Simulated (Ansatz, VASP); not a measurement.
# Two plane-wave programs on N

File INCAR:

```
PREC = Accurate
ENCUT = 520
EDIFF = 1E-6
ISMEAR = 0
SIGMA = 0.05
LREAL = False
LASPH = True
NELM = 100
ALGO = Normal
ISIF = 2
LWAVE = False
LCHARG = False
NBANDS = 30
```

The input KPOINTS:

```
Automatic mesh
0
Gamma
  7 7 2
```

Contents of POSCAR:

```
N
1.0
   -3.5269202438      0.0000000000      0.0000000000
   -1.7634601219     -3.0544025283      0.0000000000
   -0.4408650305      0.7636006321     13.9505029787
N
8
Direct
    0.1094844246      0.5571822420      0.8953956348
    0.2317963495      0.4348703171      0.4061479353
    0.1290905050      0.5375761617      0.8169713135
    0.2514024298      0.4152642368      0.3277236140
    0.6262856453      0.7070476880      0.1615240855
    0.5039737204      0.8293596129      0.6507717850
    0.6458917256      0.6874416077      0.0830997643
    0.5235798007      0.8097535326      0.5723474638
```

Input for Ansatz:

```yaml
crystal:
  lattice:
    - [-3.5269202438, 0.0, 0.0]
    - [-1.7634601219, -3.0544025283, 0.0]
    - [-0.4408650305, 0.7636006321, 13.9505029787]
  atoms:
    - { symbol: "N", position: [0.1094844246, 0.557182242, 0.8953956348] }
    - { symbol: "N", position: [0.2317963495, 0.4348703171, 0.4061479353] }
    - { symbol: "N", position: [0.129090505, 0.5375761617, 0.8169713135] }
    - { symbol: "N", position: [0.2514024298, 0.4152642368, 0.327723614] }
    - { symbol: "N", position: [0.6262856453, 0.707047688, 0.1615240855] }
    - { symbol: "N", position: [0.5039737204, 0.8293596129, 0.650771785] }
    - { symbol: "N", position: [0.6458917256, 0.6874416077, 0.0830997643] }
    - { symbol: "N", position: [0.5235798007, 0.8097535326, 0.5723474638] }
basis:
  ecutwfc: 520.0
kpoints:
  mp_grid: { grid: [7, 7, 2] }
hamiltonian:
  xc: lda
scf:
  occupations: { method: gaussian, width: 0.05 }
output:
  forces: true
  stress: true
  eigenvalues: true
  write_density: true
  write_potential: true
  elf: true
  volumetric_format: npy
```

Alike in both runs: task single point; functional LDA; k mesh 7 × 7 × 2; occupations gaussian, width 0.05 eV; no spin polarisation.

|  | VASP | Ansatz |
| --- | --- | --- |
| version | VASP 6.6.1 | Ansatz 0.2.0 |
| potentials or method | VASP PAW LDA potentials, release 64 (N), cutoff 520 eV | scalar-relativistic, plane waves, PAW |
| valence electrons in the cell | 40 | 40 |

|  | VASP | Ansatz | Ansatz less VASP |
| --- | --- | --- | --- |
| gap on the k mesh at the Fermi level (eV) | 6.38 | 6.42 | +0.049 |
| least direct gap on the mesh (eV) | 6.48 | 6.53 | +0.051 |
| pressure (GPa) | 2.3 | 0.0 | -2.24 |
| traceless stress, the component that is largest in VASP (GPa) | 4.88 | 0.11 | -4.770 |
| rms of the force components (eV/Å) | 0.879 | 0.030 | -0.8482 |

LDA's correlation is that of Perdew and Zunger in VASP and of Perdew and Wang (1992) in Ansatz. Atom by atom the forces differ by 0.884 eV/Å (rms over components).

Noted on VASP's run: the standard files for N, O and F lose accuracy on very short bonds.
